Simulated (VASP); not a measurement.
Wanted: the native input for a VASP 6.6.1 run.

* Task: single point
* Functional: PBE
* Potentials or basis: VASP PAW PBE potentials, release 64 (Cu, Ni)
* Cutoff: 520 eV
* k mesh: 18 × 18 × 2
* Occupations: gaussian, width 0.1 eV
* Spin: no spin polarisation
* Dipole correction: no
* Further INCAR settings: ALGO = Fast; EDIFF = 1e-07; NBANDS = 64

The structure of Cu3Ni2 lies in POSCAR:

```
Cu3Ni2
1.0
    2.5168841107     -0.0000000028      0.0000000000
   -1.2584420529      2.1796855797      0.0000000000
    0.0000000000      0.0000000000     20.8819375268
Cu Ni
6 4
Direct
    0.3333333333      0.6666666667      0.0000000000
    0.6666666667      0.3333333333      0.6989853801
    0.6666666667      0.3333333333      0.8978381044
    0.6666666667      0.3333333333      0.1021618956
    0.6666666667      0.3333333333      0.3010146199
    0.6666666667      0.3333333333      0.5000000000
    0.3333333333      0.6666666667      0.5995146131
    0.3333333333      0.6666666667      0.7986203889
    0.3333333333      0.6666666667      0.2013796111
    0.3333333333      0.6666666667      0.4004853869
```

One way to write it, as run:

INCAR

```
PREC = Accurate
ENCUT = 520
EDIFF = 1E-7
ISMEAR = 0
SIGMA = 0.1
LREAL = F
LASPH = T
NELM = 80
ALGO = Fast
ISIF = 2
LWAVE = F
LCHARG = T
GGA = PE
LELF = T
LVHAR = T
NBANDS = 64
```

KPOINTS

```
Automatic mesh
0
Gamma
  18 18 2
```

Potentials or basis: VASP PAW PBE potentials, release 64 (Cu, Ni).

The run is started by

```bash
$ cat potpaw_PBE.64/Cu/POTCAR potpaw_PBE.64/Ni/POTCAR > POTCAR
$ mpirun -np 1 vasp_std > vasp.out
```

Results of the run:

- Pressure: 0.4 GPa
- Largest force: 0.013 eV/Å
- Band gap on the k mesh: zero (bands 53 and 54 overlap by 4.48 eV)

Wall time 26 min on 1 thread of Oxide Virtual Turin-like Processor, on a shared host, peak memory 0.48 GiB.
